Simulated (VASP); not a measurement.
A run of VASP 6.6.1:

INCAR

```
PREC = Accurate
ENCUT = 500
EDIFF = 1E-6
ISMEAR = 0
SIGMA = 0.03
LREAL = F
LASPH = T
NELM = 120
ALGO = Normal
ISIF = 2
LWAVE = F
LCHARG = F
GGA = PE
IVDW = 12
NBANDS = 20
GGA_COMPAT = F
```

The input KPOINTS:

```
regular mesh
0
Gamma
  12 12 6
```

Contents of POSCAR:

```
SnSe2
1.0
    3.8146064078      0.0000000000      0.0000000000
   -1.9073032039      3.3035460546      0.0000000000
    0.0000000000      0.0000000000      6.7400280619
Sn Se
1 2
Direct
    0.0000000000      0.0000000000      0.0000000000
    0.3333333333      0.6666666667      0.2651331237
    0.6666666667      0.3333333333      0.7348668763
```

Potentials or basis: VASP PAW PBE potentials, release 64 (Sn_d, Se).

Run with:

```console
$ cat potpaw_PBE.64/Sn_d/POTCAR potpaw_PBE.64/Se/POTCAR > POTCAR
$ mpirun -np 1 vasp_std > vasp.out
```

Hardware: 1 thread of AMD EPYC 9R45 96-Core Processor (Zen 5), on a shared host.

Problem. How long does it take, and how much memory?

Solution. It took 69 s on 1 thread of AMD EPYC 9R45 96-Core Processor (Zen 5), on a shared host, peak memory 0.27 GiB. Counts: scf iterations 12, k points 100.
